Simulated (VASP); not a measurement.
ZnAg, 2 atoms in the cell. It takes space group Pm-3m (No. 221, cubic). The conventional cell has a = 3.177 Å, b = 3.177 Å, c = 3.177 Å, α = 90.00°, β = 90.00°, γ = 90.00°. Zn (site symmetry m-3m) has 8 Ag at 2.75 Å and 6 Zn at 3.18 Å within 3.6 Å. Ag (site symmetry m-3m) has 8 Zn at 2.75 Å and 6 Ag at 3.18 Å within 3.6 Å. 

| Property | Result |
| --- | --- |
| Program | VASP 6.6.1 |
| Task | single point |
| Functional | PBEsol |
| Potentials or basis | VASP PAW PBE potentials, release 64 (Zn, Ag) |
| Cutoff | 520 eV |
| k mesh | 14 × 14 × 14 |
| Occupations | gaussian, width 0.1 eV |
| Spin | no spin polarisation |
| Dipole correction | no |
| Further INCAR settings | ALGO = Normal; EDIFF = 1e-07; NBANDS = 18 |

Potentials or basis: VASP PAW PBE potentials, release 64 (Zn, Ag).

Command:

```sh
$ cat potpaw_PBE.64/Zn/POTCAR potpaw_PBE.64/Ag/POTCAR > POTCAR
$ mpirun -np 1 vasp_std > vasp.out
```

Hardware: 1 thread of AMD EPYC 7R13 (shared host).

Question: How long does it take, and how much memory?

Answer: Wall time 66 s on 1 thread of AMD EPYC 7R13, with other jobs on the host, peak memory 0.17 GiB. Counts: scf iterations 12, k points 120.
